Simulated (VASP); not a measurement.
Runs of VASP 6.6.1 on ZnO. The structure is that of space group Fm-3m (No. 225), or close to it. The cells are those of the table. 

```tsv
task	potentials or basis	cell	cutoff (eV)	second run	gap on the mesh (eV)	pressure (GPa)
single point	VASP PAW PBE potentials, release 64 (Zn, O)	a = 3.018 Å, angles 60.0°, 2 atoms	520	-	1.55	(c)
relaxation of cell and atoms	VASP PAW PBE potentials, release 64 (Zn, O)	relaxed from a = 3.016 Å, angles 60.0°, 2 atoms	600	-	(a)	0.0
single point	VASP PAW PBE potentials, release 64 (Zn, O)	a = 2.987 Å, angles 60.0°, 2 atoms	520	-	1.70	7.8
single point	VASP PAW PBE potentials, release 64 (Zn, O)	a = 2.956 Å, angles 60.0°, 2 atoms	520	-	1.86	15.3
single point	VASP PAW PBE potentials, release 64 (Zn, O_h)	a = 3.077 Å, angles 60.0°, 2 atoms	910	hard_potentials	(b)	-9.0
```

Alike in all rows: level r2SCAN; no spin polarisation; k mesh 12 × 12 × 12; smearing gaussian 0.02 eV.

Q: Estimate the missing entries.

A: (a) 1.52; (b) 1.27; (c) 1.5.

Caveats: the PAW data sets were made with another functional, which shifts forces and pressure a little; the cutoff is under 1.25 times the usual one of these potentials, so pressure, stress and relaxed cells hold a basis-set (Pulay) error (some runs).

A k mesh can miss the band edges.
